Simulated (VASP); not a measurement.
The system is Bi.

```xyz
1
Lattice="-2.0203 2.0203 2.0203 2.0203 -2.0203 2.0203 2.0203 2.0203 -2.0203" Properties=species:S:1:pos:R:3 pbc="T T T"
Bi    0.0000    0.0000    0.0000
```

This isn't the form of Bi at room conditions, which is rhombohedral.

Base run:

- Program: VASP 6.6.1
- Functional: r2SCAN
- Dispersion: D3(BJ)
- Potentials or basis: VASP PAW PBE potentials, release 64 (Bi_d)
- Cutoff: 520 eV
- k mesh: 9 × 9 × 9
- Occupations: fermi-dirac, width 0.05 eV
- Spin: no spin polarisation

Its results: band gap on the k mesh zero (an odd number of electrons rules out a gap without spin polarisation); pressure -4.1 GPa.

Task: The run is repeated on the same cell with these changes: functional from r2SCAN to b88 exchange, pbe correlation; dispersion from D3(BJ) to none; cutoff from 520 eV to 500 eV. What comes out?

Result: Band gap on the k mesh zero (an odd number of electrons rules out a gap without spin polarisation); pressure -2.2 GPa.

Several settings changed at once.

Caveats: the PAW data sets were made with another functional, which shifts forces and pressure a little; spin-orbit coupling is left out, which moves the levels of the heavy elements; the cell stands under tension (at least some runs).
